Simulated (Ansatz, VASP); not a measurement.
# Cs in VASP and in Ansatz

File INCAR:

```
PREC = Accurate
ENCUT = 600
EDIFF = 1E-7
ISMEAR = -1
SIGMA = 0.1
LREAL = False
LASPH = True
NELM = 60
ALGO = Normal
ISIF = 3
LWAVE = False
LCHARG = False
IBRION = 2
NSW = 80
EDIFFG = -0.01
```

The input KPOINTS:

```
regular mesh
0
Gamma
  7 7 4
```

Contents of POSCAR:

```
Cs
1.0
    5.3854752340      0.0000000000      0.0000000000
   -2.6927376170      4.6639583641      0.0000000000
    0.0000000000      0.0000000000      8.7944810571
Cs
2
Direct
    0.3333333333      0.6666666667      0.2500000000
    0.6666666667      0.3333333333      0.7500000000
```

Input for Ansatz:

```yaml
crystal:
  lattice:
    - [5.385475234, 0.0, 0.0]
    - [-2.692737617, 4.6639583641, 0.0]
    - [0.0, 0.0, 8.7944810571]
  atoms:
    - { symbol: Cs, position: [0.3333333333, 0.6666666667, 0.25] }
    - { symbol: Cs, position: [0.6666666667, 0.3333333333, 0.75] }
hamiltonian:
  xc: lda
  pseudopotentials:
    kind: paw
    azcp:
      Cs: "pseudopotentials/Cs.paw.azcp"
basis:
  ecutwfc: 420
  fft_grid_basis: typed
kpoints:
  mp_grid: { grid: [7, 7, 4], shift: [0, 0, 0] }
magnetization:
  spin_polarized: false
scf:
  occupations: { method: fermi_dirac, width: 0.1 }
relax:
  max_steps: 60
  f_tol: 0.01
  cell: {}
```

Alike in both runs: task relaxation of cell and atoms; functional LDA; k mesh 7 × 7 × 4; occupations fermi-dirac, width 0.1 eV; no spin polarisation.

|  | VASP | Ansatz |
| --- | --- | --- |
| version | VASP 6.6.1 | Ansatz 0.2.0 |
| potentials or method | VASP PAW LDA potentials, release 64 (Cs_sv), cutoff 600 eV | plane waves (420 eV) with PAW, scalar-relativistic |
| valence electrons in the cell | 18 | 18 |

Ansatz gave:

- relaxed volume (Å³/atom): 96.16
- relaxed length of the cell vector where the two differ most in proportion (Å): 8.411

Question: What did VASP give for the same quantities?

Answer: Relaxed volume (Å³/atom): 96.06; relaxed length of the cell vector where the two differ most in proportion (Å): 8.406.

Ansatz warns that its potentials were made for another functional, while VASP's fit it. LDA's correlation is that of Perdew and Zunger in VASP and of Perdew and Wang (1992) in Ansatz.

Spin-orbit coupling is off throughout.
